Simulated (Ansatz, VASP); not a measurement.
GaN: VASP beside Ansatz

```
Ga N
1.0
     3.20650    0.00000    0.00000
    -1.60325    2.77691    0.00000
     0.00000    0.00000   23.80000
Ga N
1 1
Cartesian
  0.0000 1.8513 7.0000
  1.6033 0.9256 7.0000
```

Alike in both runs: functional PBE; dispersion D3(BJ); k mesh 12 × 12 × 1; occupations gaussian, width 0.03 eV; no spin polarisation.

Ansatz relaxed the structure, and its values are those at the end. VASP's run is a single point on that final structure, the one shown.

|  | VASP | Ansatz |
| --- | --- | --- |
| version | VASP 6.6.1 | Ansatz 0.2.0 |
| potentials or method | VASP PAW PBE potentials, release 64 (Ga_d, N), cutoff 520 eV | scalar-relativistic, plane waves, PAW |
| valence electrons in the cell | 18 | 18 |

Ansatz gave:

| Property | Result |
| --- | --- |
| gap on the k mesh at the Fermi level (eV) | 2.19 |
| least direct gap on the mesh (eV) | 2.47 |

Problem. Estimate VASP's values.

Solution. gap on the k mesh at the Fermi level (eV): 2.19; least direct gap on the mesh (eV): 2.48.

Ansatz's warnings: slab cell height set, structure snapped to symmetry, xc potential rough in thin density.
